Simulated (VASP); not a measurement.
Wanted: the native input for a VASP 6.6.1 run.

```
Task                   : single point
Functional             : LDA
Potentials or basis    : VASP PAW LDA potentials, release 64 (Ni)
Cutoff                 : 520 eV
k mesh                 : 15 × 15 × 8
Occupations            : fermi-dirac, width 0.08 eV
Spin                   : collinear spin, ferromagnetic start
Starting moments       : [1.5, 1.5] μB
Dipole correction      : no
Further INCAR settings : ALGO = Normal; EDIFF = 1e-06; NBANDS = 21
```

The structure of Ni lies in POSCAR:

```
Ni
1.0
    2.4722623247      0.0000000000      0.0000000000
   -1.2361311624      2.1410419780      0.0000000000
    0.0000000000      0.0000000000      4.1131350201
Ni
2
Direct
    0.3333333333      0.6666666667      0.2500000000
    0.6666666667      0.3333333333      0.7500000000
```

This isn't the form of Ni at room conditions, which is fcc.

The input as run:

INCAR

```
ALGO     = Normal         # electronic algorithm
EDIFF    = 1E-6           # SCF threshold, eV
ENCUT    = 520            # plane-wave cutoff, eV
ISIF     = 2              # what is computed and relaxed
ISMEAR   = -1             # smearing method
ISPIN    = 2              # spin polarisation
LASPH    = T              # aspherical terms in the spheres
LCHARG   = F              # write CHGCAR
LMAXMIX  = 4              # l up to which the mixer works
LORBIT   = 11             # projections on sites
LREAL    = F              # projectors in reciprocal space
LWAVE    = F              # write WAVECAR
MAGMOM   = 1.5 1.5        # initial moments
NBANDS   = 21             # bands
NELM     = 150            # most SCF steps
PREC     = Accurate       # precision mode
SIGMA    = 0.08           # smearing width, eV
```

KPOINTS

```
k-points
0
Gamma
  15 15 8
```

Potentials or basis: VASP PAW LDA potentials, release 64 (Ni).

Run with:

```bash
$ cat potpaw_LDA.64/Ni/POTCAR > POTCAR
$ mpirun -np 1 vasp_std > vasp.out
```

Results of the run:

| Property | Result |
| --- | --- |
| Pressure | -16.0 GPa |
| Net moment | 1.23 μB per cell |
| Site moments | Ni +0.62 μB |
| Valence electrons inside the program's atomic spheres | Ni 9.32 |

Caveat: the cell stands under tension.

Wall time 65 s on 1 thread of AMD EPYC 9R45 96-Core Processor (Zen 5), on a shared host, peak memory 0.16 GiB.
